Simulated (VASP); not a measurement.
Runs of VASP 6.6.1 on Cu. The structure is that of space group Pm-3m (No. 221), or close to it. The cells are those of the table. 

```tsv
task	cell	k mesh	cutoff (eV)	gap on the mesh (eV)	pressure (GPa)
single point	a = 2.460 Å, 1 atom	15 × 15 × 15	520	none	-9.8
single point	a = 2.270 Å, 1 atom	15 × 15 × 15	520	none	21.4
single point	a = 2.369 Å, 1 atom	7 × 7 × 7	520	none	(b)
single point	a = 2.304 Å, 1 atom	15 × 15 × 15	520	none	12.8
single point	a = 2.431 Å, 1 atom	15 × 15 × 15	520	none	(a)
single point	a = 2.369 Å, 1 atom	13 × 13 × 13	520	none	0.6
single point	a = 2.400 Å, 1 atom	15 × 15 × 15	520	none	-3.8
relaxation of cell and atoms	relaxed from a = 2.336 Å, 1 atom	13 × 13 × 13	600	none	0.1
```

Alike in all rows: level r2SCAN; potentials or basis VASP PAW PBE potentials, release 64 (Cu); no spin polarisation; smearing fermi-dirac 0.1 eV.

Q: Fill in the values left out.

A: (a) -7.2; (b) 1.1.

Caveats: some runs use coarse meshes; the PAW data sets were made with another functional, which shifts forces and pressure a little.

A gap of «none» marks levels without a gap at the run's occupations.
